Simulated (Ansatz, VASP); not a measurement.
# Mo: VASP beside Ansatz

File INCAR:

```
ALGO = Normal
DIPOL = 0.5 0.5 0.662
EDIFF = 1E-6
ENCUT = 400
GGA = PE
GGA_COMPAT = False
IDIPOL = 3
ISIF = 2
ISMEAR = 1
LASPH = True
LCHARG = False
LDIPOL = True
LREAL = False
LWAVE = False
NBANDS = 36
NELM = 120
NELMDL = -8
PREC = Accurate
SIGMA = 0.1
```

KPOINTS

```
k-points
0
Gamma
  10 10 1
```

The input POSCAR:

```
Mo
1.0
    3.2165956303      0.0000000000      0.0000000000
    0.0000000000      3.2165956303      0.0000000000
    0.0000000000      0.0000000000     25.7702485309
Mo
4
Direct
    0.5000000000      0.5000000000      0.5767782360
    0.0000000000      0.0000000000      0.6293061443
    0.5000000000      0.5000000000      0.6961382074
    0.0000000000      0.0000000000      0.7460183372
```

Input for Ansatz:

```yaml
crystal:
  lattice:
    - [3.2165956303, 0.0, 0.0]
    - [0.0, 3.2165956303, 0.0]
    - [0.0, 0.0, 25.7702485309]
  atoms:
    - { symbol: Mo, position: [0.5, 0.5, 0.576778236] }
    - { symbol: Mo, position: [0.0, 0.0, 0.6293061443] }
    - { symbol: Mo, position: [0.5, 0.5, 0.6961382074] }
    - { symbol: Mo, position: [0.0, 0.0, 0.7460183372] }
basis:
  ecutwfc: 420
kpoints:
  mp_grid: { grid: [10, 10, 1] }
hamiltonian:
  xc: pbe
  pseudopotentials: { kind: paw, azcp: { folder: soft_1 } }
scf:
  occupations: { method: methfessel_paxton, width: 0.1 }
  n_extra_bands: 7
  max_iter: 160
output:
  forces: true
  eigenvalues: true
  write_density: true
  write_potential: true
  elf: true
  volumetric_format: npy
efield:
  axis: 3
  dipole_correction: true
```

Alike in both runs: task single point; functional PBE; k mesh 10 × 10 × 1; occupations methfessel-paxton of order 1, width 0.1 eV; no spin polarisation.

|  | VASP | Ansatz |
| --- | --- | --- |
| version | VASP 6.6.1 | Ansatz 0.2.0 |
| potentials or method | VASP PAW PBE potentials, release 64 (Mo_sv), cutoff 400 eV | scalar-relativistic, plane waves, PAW |
| valence electrons in the cell | 56 | 56 |

|  | VASP | Ansatz | Ansatz less VASP |
| --- | --- | --- | --- |
| gap on the k mesh at the Fermi level (eV) | none | none | - |
| rms of the force components (eV/Å) | 0.245 | 0.253 | +0.0082 |

Atom by atom the forces differ by 0.017 eV/Å (rms over components). A gap of «none» marks a metal or a gap that the smearing closes. Ansatz's warnings: xc potential rough in thin density.
